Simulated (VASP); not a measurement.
# BaZrO3 (Pm-3m) in VASP: further runs

BaZrO3 is run at these levels: PBE; tasks: single point.

Program: VASP 6.6.1. These are calculated values, not measurements. Logs are shortened: lines on timing, memory, paths and dates and some standing lists are left out, and cuts for length are marked.

### Step 1. The cell of the first run

Symmetry: Pm-3m, No. 221, cubic system. Conventional cell: a = 4.141 Å, b = 4.141 Å, c = 4.141 Å, α = 90.00°, β = 90.00°, γ = 90.00°. Ba (site symmetry m-3m) has 12 O at 2.93 Å and 8 Zr at 3.59 Å within 3.9 Å. Zr (site symmetry m-3m) has 6 O at 2.07 Å within 2.7 Å. Within 2.7 Å of O (site symmetry 4/mmm) lie 2 Zr at 2.07 Å.

### Step 2. Single point, PBE (volume scaled by 0.94)

File INCAR:

```
ALGO = Normal ; EDIFF = 1E-6
ENCUT = 520 ; GGA = PE
ISIF = 2 ; ISMEAR = 0
LASPH = True ; LCHARG = False
LREAL = False ; LWAVE = False
NBANDS = 28 ; NELM = 80
PREC = Accurate ; SIGMA = 0.02
```

File KPOINTS:

```
k-points
0
Gamma
  6 6 6
```

File POSCAR:

```
BaZrO3
1.0
    4.1408698218      0.0000000000      0.0000000000
    0.0000000000      4.1408698218      0.0000000000
    0.0000000000      0.0000000000      4.1408698218
Ba Zr O
1 1 3
Direct
    0.0000000000      0.0000000000      0.0000000000
    0.5000000000      0.5000000000      0.5000000000
    0.0000000000      0.5000000000      0.5000000000
    0.5000000000      0.0000000000      0.5000000000
    0.5000000000      0.5000000000      0.0000000000
```

Potentials or basis: VASP PAW PBE potentials, release 64 (Ba_sv, Zr_sv, O).

Run with:

```sh
> cat potpaw_PBE.64/Ba_sv/POTCAR potpaw_PBE.64/Zr_sv/POTCAR potpaw_PBE.64/O/POTCAR > POTCAR
> mpirun -np 1 vasp_std > vasp.out
```

OUTCAR:

```text
EDIFF = 1E-6
   ENCUT = 520
   GGA = PE
   ISIF = 2
   ISMEAR = 0
   LASPH = True
   LREAL = False
   NELM = 80
   PREC = Accurate

 ion  position               nearest neighbor table
   1  0.000  0.000  0.000-   3 2.93   4 2.93   5 2.93   3 2.93   4 2.93   3 2.93   5 2.93   3 2.93
                             4 2.93   5 2.93   4 2.93   5 2.93   2 3.59   2 3.59   2 3.59   2 3.59
   2  0.500  0.500  0.500-   3 2.07   4 2.07   5 2.07   5 2.07   4 2.07   3 2.07   1 3.59   1 3.59
                             1 3.59   1 3.59   1 3.59   1 3.59   1 3.59   1 3.59
   3  0.000  0.500  0.500-   2 2.07   2 2.07   1 2.93   1 2.93   1 2.93   1 2.93
   4  0.500  0.000  0.500-   2 2.07   2 2.07   1 2.93   1 2.93   1 2.93   1 2.93
   5  0.500  0.500  0.000-   2 2.07   2 2.07   1 2.93   1 2.93   1 2.93   1 2.93

  LATTYP: Found a simple cubic cell.
 ALAT       =     4.1408698218

  Lattice vectors:

 A1 = (   4.1408698218,   0.0000000000,   0.0000000000)
 A2 = (   0.0000000000,   4.1408698218,   0.0000000000)
 A3 = (   0.0000000000,   0.0000000000,   4.1408698218)

Analysis of symmetry for initial positions (statically):
=====================================================================
 Subroutine PRICEL returns:
 Original cell was already a primitive cell.

 Routine SETGRP: Setting up the symmetry group for a
 simple cubic supercell.

 Subroutine GETGRP returns: Found 48 space group operations
 (whereof 48 operations were pure point group operations)
 out of a pool of 48 trial point group operations.

The static configuration has the point symmetry O_h .

Analysis of symmetry for dynamics (positions and initial velocities):
=====================================================================
 Subroutine PRICEL returns:
 Original cell was already a primitive cell.

 Routine SETGRP: Setting up the symmetry group for a
 simple cubic supercell.

 Subroutine GETGRP returns: Found 48 space group operations
 (whereof 48 operations were pure point group operations)
 out of a pool of 48 trial point group operations.

The dynamic configuration has the point symmetry O_h .

 Subroutine INISYM returns: Found 48 space group operations
 (whereof 48 operations are pure point group operations),
 and found     1 'primitive' translations

----------------------------------------------------------------------------------------

                                     Primitive cell

  volume of cell :      71.0027
[... 90 lines left out ...]
   EDIFF  = 0.1E-05   stopping-criterion for ELM
   LREAL  =      F    real-space projection
   EDIFFG = 0.1E-04   stopping-criterion for IOM
   NSW    =      0    number of steps for IOM
   IBRION =     -1    ionic relax: 0-MD 1-quasi-New 2-CG
   NFREE  =      0    steps in history (QN), initial steepest desc. (CG)
   ISIF   =      2    stress and relaxation
   ISYM   =      2    0-nonsym 1-usesym 2-fastsym
   POTIM  = 0.5000    time-step for ionic-motion
   TEBEG  =    0.0;   TEEND  =   0.0 temperature during run
   PSTRESS=    0.0 pullay stress
   NELECT =      40.0000    total number of electrons
   NUPDOWN=      -1.0000    fix difference up-down
   EMIN   =  10.00;   EMAX   =-10.00  energy-range for DOS
   EFERMI =   0.00;   METHOD = LEGACY
   ISMEAR =     0;   SIGMA  =   0.02  broadening in eV -4-tet -1-fermi 0-gaus
   EFERMI_NEDOS =   21; number of points for ismear=-14 and -15
   IALGO  =     38    algorithm
   IMIX   =      4    mixing-type and parameters
     AMIX     =   0.40;   BMIX     =  1.00
     AMIX_MAG =   1.60;   BMIX_MAG =  1.00
  volume/ion in A,a.u.               =      14.20        95.83
  Fermi-wavevector in a.u.,A,eV,Ry     =   1.352083  2.555066 24.873186  1.828128
  Thomas-Fermi vector in A             =   2.479451
   LORBIT       =      0    0 simple, 1 ext, 2 COOP (PROOUT), +10 PAW based schemes
   GGA     = PE    functional components
   LHFCALC =     F    Hartree Fock is set to
   AEXX    =    0.0000 exact exchange contribution
   IVDW    =     0    specifies the selected vdW correction
   LEPSILON=     F    determine dielectric tensor
   LRPA    =     F    only Hartree local field effects (RPA)
 non-spin polarized calculation
 Gauss-broadening in eV      SIGMA  =   0.02
  energy-cutoff  :      520.00
  volume of cell :       71.00
 maximum number of plane-waves:      1936
 NGX is ok and might be reduce to    32
   NGX = 15   NGY = 15   NGZ = 15

 number of electron      40.0000018 magnetization

 Free energy of the ion-electron system (eV)
  ---------------------------------------------------
  ext. energy  EPLUGINS =         0.00000000
  ---------------------------------------------------
  free energy    TOTEN  =       -41.54618097 eV

  energy without entropy =      -41.54618097  energy(sigma->0) =      -41.54618097

 E-fermi :   4.2776     XC(G=0): -10.9562

 val. band max:        4.0535944944   @ k =   0.5000   0.5000   0.5000
 cond. band min:       7.3199675152   @ k =   0.0000   0.0000   0.0000
 fundamental gap:      3.2663730208
 Fermi energy:         4.2775766270

 k-point     1 :       0.0000    0.0000    0.0000
  band No.  band energies     occupation
      1     -42.7384      2.00000
      2     -21.1543      2.00000
      3     -20.9519      2.00000
      4     -20.9519      2.00000
      5     -20.9519      2.00000
      6     -12.3785      2.00000
[... 609 lines left out ...]
     27      13.4398      0.00000
     28      13.4398      0.00000

------------------------ aborting loop because EDIFF is reached ----------------------------------------

  FORCE on cell =-STRESS in cart. coord.  units (eV):
  Direction    XX          YY          ZZ          XY          YZ          ZX
  --------------------------------------------------------------------------------------
  -------------------------------------------------------------------------------------
  Total        5.2480110      5.2480110      5.2480110      0.0000000     -0.0000000      0.0000000
  in kB      118.4215070    118.4215070    118.4215070      0.0000000     -0.0000000      0.0000000
  external PRESSURE =     118.4215070 kB  Pullay stress =       0.0000000 kB

 VOLUME and BASIS-vectors are now :
 -----------------------------------------------------------------------------
  energy-cutoff  :      520.00
  volume of cell :       71.00
      direct lattice vectors                 reciprocal lattice vectors
     4.140869822  0.000000000  0.000000000     0.241495155  0.000000000  0.000000000
     0.000000000  4.140869822  0.000000000     0.000000000  0.241495155  0.000000000
     0.000000000  0.000000000  4.140869822     0.000000000  0.000000000  0.241495155

 POSITION                                       TOTAL-FORCE (eV/Angst)
 -----------------------------------------------------------------------------------
      0.00000      0.00000      0.00000         0.000000      0.000000      0.000000
      2.07043      2.07043      2.07043         0.000000      0.000000      0.000000
      0.00000      2.07043      2.07043         0.000000      0.000000      0.000000
      2.07043      0.00000      2.07043         0.000000      0.000000      0.000000
      2.07043      2.07043      0.00000         0.000000      0.000000      0.000000
 -----------------------------------------------------------------------------------
    total drift:                                0.000000     -0.000000     -0.000000

  FREE ENERGIE OF THE ION-ELECTRON SYSTEM (eV)
  ---------------------------------------------------
  free  energy   TOTEN  =       -41.5461809710 eV

  energy  without entropy=      -41.5461809710  energy(sigma->0) =      -41.54618097
```

It took 67 s on 1 thread of AMD EPYC 7R13, shared host; peak memory 0.17 GiB.

What came out:

```
Free energy            : -41.5462 eV
Pressure               : 11.8 GPa
Band gap on the k mesh : 3.27 eV, indirect (least direct gap 3.45 eV)
```

Levels at points of the mesh, in eV from the valence-band top:
```tsv
k point	band 17	band 18	band 19	band 20	band 21	band 22	band 23	band 24
(0.00, 0.00, 0.00)	-1.04	-0.18	-0.18	-0.18	3.27	3.27	3.27	4.70
(0.50, 0.00, 0.00)	-1.78	-1.78	-0.39	-0.39	3.75	5.95	5.95	6.57
(0.50, 0.50, 0.00)	-0.92	-0.92	-0.69	-0.08	5.92	5.92	6.67	6.72
(0.50, 0.50, 0.50)	-2.56	0.00	0.00	0.00	6.12	6.12	6.12	7.32
```

Caveat: the cell differs from its parent crystal (volume scaled by 0.94); spin-orbit coupling is left out, which moves the levels of the heavy elements. A k mesh can miss the band edges.

### Step 3. Single point, PBE (volume scaled by 0.97)

File INCAR:

```
ALGO = Normal
EDIFF = 1E-6
ENCUT = 520
GGA = PE
ISIF = 2
ISMEAR = 0
LASPH = True
LCHARG = False
LREAL = False
LWAVE = False
NBANDS = 28
NELM = 100
PREC = Accurate
SIGMA = 0.02
```

KPOINTS is that of step 2.

POSCAR: that of step 2 with these lines changed.

```diff
@@ -2,5 +2,5 @@
 1.0
-    4.1408698218      0.0000000000      0.0000000000
-    0.0000000000      4.1408698218      0.0000000000
-    0.0000000000      0.0000000000      4.1408698218
+    4.1844611286      0.0000000000      0.0000000000
+    0.0000000000      4.1844611286      0.0000000000
+    0.0000000000      0.0000000000      4.1844611286
 Ba Zr O
```

Potentials or basis: VASP PAW PBE potentials, release 64 (Ba_sv, Zr_sv, O).

Run with:

```sh
> cat potpaw_PBE.64/Ba_sv/POTCAR potpaw_PBE.64/Zr_sv/POTCAR potpaw_PBE.64/O/POTCAR > POTCAR
> mpirun -np 1 vasp_std > vasp.out
```

OUTCAR:

```text
EDIFF = 1E-6
   ENCUT = 520
   GGA = PE
   ISIF = 2
   ISMEAR = 0
   LASPH = True
   LREAL = False
   NELM = 100
   PREC = Accurate

 ion  position               nearest neighbor table
   1  0.000  0.000  0.000-   3 2.96   4 2.96   5 2.96   3 2.96   4 2.96   3 2.96   5 2.96   3 2.96
                             4 2.96   5 2.96   4 2.96   5 2.96   2 3.62   2 3.62   2 3.62   2 3.62
   2  0.500  0.500  0.500-   3 2.09   4 2.09   5 2.09   5 2.09   4 2.09   3 2.09   1 3.62   1 3.62
                             1 3.62   1 3.62   1 3.62   1 3.62   1 3.62   1 3.62
   3  0.000  0.500  0.500-   2 2.09   2 2.09   1 2.96   1 2.96   1 2.96   1 2.96
   4  0.500  0.000  0.500-   2 2.09   2 2.09   1 2.96   1 2.96   1 2.96   1 2.96
   5  0.500  0.500  0.000-   2 2.09   2 2.09   1 2.96   1 2.96   1 2.96   1 2.96

  LATTYP: Found a simple cubic cell.
 ALAT       =     4.1844611286

  Lattice vectors:

 A1 = (   4.1844611286,   0.0000000000,   0.0000000000)
 A2 = (   0.0000000000,   4.1844611286,   0.0000000000)
 A3 = (   0.0000000000,   0.0000000000,   4.1844611286)

Analysis of symmetry for initial positions (statically):
=====================================================================
[... 177 lines left out ...]
 cond. band min:       7.0245604947   @ k =   0.0000   0.0000   0.0000
 fundamental gap:      3.1998247740
 Fermi energy:         4.0282754586

 k-point     1 :       0.0000    0.0000    0.0000
  band No.  band energies     occupation
      1     -43.1637      2.00000
      2     -21.4765      2.00000
      3     -21.3317      2.00000
      4     -21.3317      2.00000
      5     -21.3317      2.00000
      6     -12.5556      2.00000
[... 609 lines left out ...]
     27      13.0012      0.00000
     28      13.0012      0.00000

------------------------ aborting loop because EDIFF is reached ----------------------------------------

  FORCE on cell =-STRESS in cart. coord.  units (eV):
  Direction    XX          YY          ZZ          XY          YZ          ZX
  --------------------------------------------------------------------------------------
  -------------------------------------------------------------------------------------
  Total        2.7217662      2.7217662      2.7217662      0.0000000      0.0000000     -0.0000000
  in kB       59.5172396     59.5172396     59.5172396      0.0000000      0.0000000     -0.0000000
  external PRESSURE =      59.5172396 kB  Pullay stress =       0.0000000 kB

 VOLUME and BASIS-vectors are now :
 -----------------------------------------------------------------------------
  energy-cutoff  :      520.00
  volume of cell :       73.27
      direct lattice vectors                 reciprocal lattice vectors
     4.184461129  0.000000000  0.000000000     0.238979398  0.000000000  0.000000000
     0.000000000  4.184461129  0.000000000     0.000000000  0.238979398  0.000000000
     0.000000000  0.000000000  4.184461129     0.000000000  0.000000000  0.238979398

 POSITION                                       TOTAL-FORCE (eV/Angst)
 -----------------------------------------------------------------------------------
      0.00000      0.00000      0.00000         0.000000      0.000000      0.000000
      2.09223      2.09223      2.09223         0.000000      0.000000      0.000000
      0.00000      2.09223      2.09223         0.000000      0.000000      0.000000
      2.09223      0.00000      2.09223         0.000000      0.000000      0.000000
      2.09223      2.09223      0.00000         0.000000      0.000000      0.000000
 -----------------------------------------------------------------------------------
    total drift:                                0.000000     -0.000000     -0.000000

  FREE ENERGIE OF THE ION-ELECTRON SYSTEM (eV)
  ---------------------------------------------------
  free  energy   TOTEN  =       -41.6732688352 eV

  energy  without entropy=      -41.6732688352  energy(sigma->0) =      -41.67326884
```

Wall time 70 s (1 thread of AMD EPYC 7R13, shared host); peak memory 0.17 GiB.

Results:

```yaml
Free_energy: -41.6733 eV
Pressure: 6.0 GPa
Band_gap_on_the_k_mesh: 3.20 eV, indirect (least direct gap 3.42 eV)
```

Caveat: the cell differs from its parent crystal (volume scaled by 0.97); spin-orbit coupling is left out, which moves the levels of the heavy elements. A k mesh can miss the band edges.

### Step 4. Single point, PBE

This run uses another cell than the first one, of 15.11 Å³/atom, 1.064 times its volume.

File INCAR:

```
PREC     = Accurate       # precision mode
ENCUT    = 520            # plane-wave cutoff, eV
EDIFF    = 1E-6           # SCF threshold, eV
ISMEAR   = 0              # smearing method
SIGMA    = 0.02           # smearing width, eV
LREAL    = F              # projectors in reciprocal space
LASPH    = T              # aspherical terms in the spheres
NELM     = 60             # most SCF steps
ALGO     = Normal         # electronic algorithm
ISIF     = 2              # what is computed and relaxed
LWAVE    = F              # write WAVECAR
LCHARG   = F              # write CHGCAR
GGA      = PE             # functional
NBANDS   = 28             # bands
```

File KPOINTS:

```
Automatic mesh
0
Gamma
  6 6 6
```

POSCAR: that of step 3 with these lines changed.

```diff
@@ -2,5 +2,5 @@
 1.0
-    4.1844611286      0.0000000000      0.0000000000
-    0.0000000000      4.1844611286      0.0000000000
-    0.0000000000      0.0000000000      4.1844611286
+    4.2271626608      0.0000000000      0.0000000000
+    0.0000000000      4.2271626608      0.0000000000
+    0.0000000000      0.0000000000      4.2271626608
 Ba Zr O
```

Run with:

```sh
> cat potpaw_PBE.64/Ba_sv/POTCAR potpaw_PBE.64/Zr_sv/POTCAR potpaw_PBE.64/O/POTCAR > POTCAR
> mpirun -np 1 vasp_std > vasp.out
```

Run time: 70 s. Hardware: 1 thread of AMD EPYC 7R13, shared host; peak memory 0.17 GiB.

Results (log left out):

```
Free energy            : -41.7234 eV
Pressure               : 0.9 GPa
Band gap on the k mesh : 3.13 eV, indirect (least direct gap 3.38 eV)
```

Levels at points of the mesh, in eV from the valence-band top:
| k point | band 16 | band 17 | band 18 | band 19 | band 20 | band 21 | band 22 | band 23 | band 24 | band 25 |
| --- | --- | --- | --- | --- | --- | --- | --- | --- | --- | --- |
| (0.00, 0.00, 0.00) | -0.95 | -0.95 | -0.25 | -0.25 | -0.25 | 3.13 | 3.13 | 3.13 | 4.62 | 4.62 |
| (0.50, 0.00, 0.00) | -1.69 | -1.69 | -1.61 | -0.49 | -0.49 | 3.55 | 5.54 | 5.54 | 6.34 | 6.56 |
| (0.50, 0.50, 0.00) | -2.32 | -0.93 | -0.93 | -0.85 | -0.07 | 5.52 | 5.52 | 6.31 | 6.34 | 7.51 |
| (0.50, 0.50, 0.50) | -2.52 | -2.52 | 0.00 | 0.00 | 0.00 | 5.88 | 5.88 | 5.88 | 6.78 | 6.78 |

Caveat: spin-orbit coupling is left out, which moves the levels of the heavy elements. A k mesh can miss the band edges.

### Step 5. Single point, PBE

This run uses another cell than the first one, of 15.11 Å³/atom, 1.064 times its volume.

File INCAR:

```
SYSTEM = BaZrO3
  PREC = Accurate
  ENCUT = 520
  EDIFF = 1E-7
  ISMEAR = 0
  SIGMA = 0.02
  LREAL = .False.
  LASPH = .True.
  NELM = 100
  ALGO = Normal
  ISIF = 2
  LWAVE = .False.
  LCHARG = .False.
  GGA = PE
  NBANDS = 28
```

File KPOINTS:

```
Automatic mesh
0
Gamma
  6 6 6
  0 0 0
```

POSCAR is that of step 4.

Run with:

```sh
> cat potpaw_PBE.64/Ba_sv/POTCAR potpaw_PBE.64/Zr_sv/POTCAR potpaw_PBE.64/O/POTCAR > POTCAR
> mpirun -np 1 vasp_std > vasp.out
```

Run time: 72 s. Hardware: 1 thread of AMD EPYC 7R13, shared host; peak memory 0.17 GiB.

It converged, with:

| Property | Result |
| --- | --- |
| Free energy | -41.7234 eV |
| Pressure | 0.9 GPa |
| Band gap on the k mesh | 3.13 eV, indirect (least direct gap 3.38 eV) |

Levels at points of the mesh, in eV from the valence-band top:
| k point | band 16 | band 17 | band 18 | band 19 | band 20 | band 21 | band 22 | band 23 | band 24 | band 25 |
| --- | --- | --- | --- | --- | --- | --- | --- | --- | --- | --- |
| (0.00, 0.00, 0.00) | -0.95 | -0.95 | -0.25 | -0.25 | -0.25 | 3.13 | 3.13 | 3.13 | 4.62 | 4.62 |
| (0.50, 0.00, 0.00) | -1.69 | -1.69 | -1.61 | -0.49 | -0.49 | 3.55 | 5.54 | 5.54 | 6.34 | 6.56 |
| (0.50, 0.50, 0.00) | -2.32 | -0.93 | -0.93 | -0.85 | -0.07 | 5.52 | 5.52 | 6.31 | 6.34 | 7.51 |
| (0.50, 0.50, 0.50) | -2.52 | -2.52 | 0.00 | 0.00 | 0.00 | 5.88 | 5.88 | 5.88 | 6.78 | 6.78 |

Caveat: spin-orbit coupling is left out, which moves the levels of the heavy elements. PBE gaps usually lie below the measured ones, often by a third to a half.

### Step 6. Single point, PBE (volume scaled by 1.03)

File INCAR:

```
PREC = Accurate ; ENCUT = 520
EDIFF = 1E-7 ; ISMEAR = 0
SIGMA = 0.02 ; LREAL = F
LASPH = T ; NELM = 60
ALGO = Normal ; ISIF = 2
LWAVE = F ; LCHARG = F
GGA = PE ; NBANDS = 28
```

File KPOINTS:

```
Automatic mesh
0
Gamma
  6 6 6
```

POSCAR: that of step 5 with these lines changed.

```diff
@@ -2,5 +2,5 @@
 1.0
-    4.2271626608      0.0000000000      0.0000000000
-    0.0000000000      4.2271626608      0.0000000000
-    0.0000000000      0.0000000000      4.2271626608
+    4.2690184786      0.0000000000      0.0000000000
+    0.0000000000      4.2690184786      0.0000000000
+    0.0000000000      0.0000000000      4.2690184786
 Ba Zr O
```

Potentials or basis: VASP PAW PBE potentials, release 64 (Ba_sv, Zr_sv, O).

Run with:

```sh
> cat potpaw_PBE.64/Ba_sv/POTCAR potpaw_PBE.64/Zr_sv/POTCAR potpaw_PBE.64/O/POTCAR > POTCAR
> mpirun -np 1 vasp_std > vasp.out
```

Run time: 77 s. Hardware: 1 thread of AMD EPYC 7R13, shared host; peak memory 0.17 GiB.

Results (log left out):

```
Free energy            : -41.7083 eV
Pressure               : -3.3 GPa
Band gap on the k mesh : 3.06 eV, indirect (least direct gap 3.34 eV)
```

Levels at points of the mesh, in eV from the valence-band top:
| k point | band 17 | band 18 | band 19 | band 20 | band 21 | band 22 | band 23 | band 24 |
| --- | --- | --- | --- | --- | --- | --- | --- | --- |
| (0.00, 0.00, 0.00) | -0.91 | -0.28 | -0.28 | -0.28 | 3.06 | 3.06 | 3.06 | 4.58 |
| (0.50, 0.00, 0.00) | -1.65 | -1.54 | -0.52 | -0.52 | 3.46 | 5.35 | 5.35 | 6.23 |
| (0.50, 0.50, 0.00) | -0.93 | -0.93 | -0.91 | -0.07 | 5.33 | 5.33 | 6.13 | 6.16 |
| (0.50, 0.50, 0.50) | -2.50 | 0.00 | 0.00 | 0.00 | 5.77 | 5.77 | 5.77 | 6.53 |

Caveat: the cell differs from its parent crystal (volume scaled by 1.03); spin-orbit coupling is left out, which moves the levels of the heavy elements. A k mesh can miss the band edges.

### Step 7. Overview

| cell | gap on the mesh (eV) | pressure (GPa) |
| --- | --- | --- |
| a = 4.141 Å, 5 atoms | 3.27 | 11.8 |
| a = 4.184 Å, 5 atoms | 3.20 | 6.0 |
| a = 4.227 Å, 5 atoms | 3.13 | 0.9 |
| a = 4.269 Å, 5 atoms | 3.06 | -3.3 |

Alike in all rows: task single point; level PBE; potentials or basis VASP PAW PBE potentials, release 64 (Ba_sv, Zr_sv, O); no spin polarisation; k mesh 6 × 6 × 6; cutoff (eV) 520; smearing gaussian 0.02 eV.

Caveats: spin-orbit coupling is left out, which moves the levels of the heavy elements.

Total energies depend on the potentials used, so only differences within one code and one set of settings carry meaning.
